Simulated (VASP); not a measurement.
Write the native input for VASP 6.6.1 that does the following.

| Item | Value |
| --- | --- |
| Task | single point |
| Functional | LDA |
| Potentials or basis | VASP PAW LDA potentials, release 64 (Si, O) |
| Cutoff | 520 eV |
| k mesh | 4 × 4 × 4 |
| Occupations | gaussian, width 0.02 eV |
| Spin | no spin polarisation |
| Dipole correction | no |
| Further INCAR settings | LREAL = Auto; ALGO = Normal; EDIFF = 1e-06; NBANDS = 63 |

The structure of SiO2 lies in POSCAR:

```
SiO2
1.0
   -4.4556107328      4.4556107328      4.4556107328
    4.4556107328     -4.4556107328      4.4556107328
    4.4556107328      4.4556107328     -4.4556107328
Si O
6 12
Direct
    0.5000000000      0.2500000000      0.7500000000
    0.5000000000      0.7500000000      0.2500000000
    0.2500000000      0.7500000000      0.5000000000
    0.7500000000      0.2500000000      0.5000000000
    0.2500000000      0.5000000000      0.7500000000
    0.7500000000      0.5000000000      0.2500000000
    0.3522982209      0.0000000000      0.6477017791
    0.6477017791      0.6477017791      0.2954035582
    0.3522982209      0.6477017791      0.0000000000
    0.3522982209      0.7045964418      0.3522982209
    0.6477017791      0.2954035582      0.6477017791
    0.0000000000      0.3522982209      0.6477017791
    0.7045964418      0.3522982209      0.3522982209
    0.6477017791      0.3522982209      0.0000000000
    0.0000000000      0.6477017791      0.3522982209
    0.2954035582      0.6477017791      0.6477017791
    0.3522982209      0.3522982209      0.7045964418
    0.6477017791      0.0000000000      0.3522982209
```

These files were run (other wordings do the same):

INCAR

```
SYSTEM = SiO2
PREC     = Accurate       ! precision mode
ENCUT    = 520            ! plane-wave cutoff, eV
EDIFF    = 1E-6           ! SCF threshold, eV
ISMEAR   = 0              ! smearing method
SIGMA    = 0.02           ! smearing width, eV
LREAL    = Auto         
LASPH    = .True.         ! aspherical terms in the spheres
NELM     = 60             ! most SCF steps
ALGO     = Normal         ! electronic algorithm
ISIF     = 2              ! what is computed and relaxed
LWAVE    = .False.        ! write WAVECAR
LCHARG   = .False.        ! write CHGCAR
GGA      = CA             ! functional
NBANDS   = 63             ! bands
```

KPOINTS

```
Automatic mesh
0
Gamma
  4 4 4
  0 0 0
```

Potentials or basis: VASP PAW LDA potentials, release 64 (Si, O).

Launch:

```sh
$ cat potpaw_LDA.64/Si/POTCAR potpaw_LDA.64/O/POTCAR > POTCAR
$ mpirun -np 1 vasp_std > vasp.out
```

It gave:

| Item | Value |
| --- | --- |
| Pressure | 0.3 GPa |
| Largest force | 0.005 eV/Å |
| Band gap on the k mesh | 5.51 eV |

It took 3.4 min on 1 thread of Intel(R) Xeon(R) 6975P-C (Granite Rapids), on a shared host, peak memory 0.41 GiB.
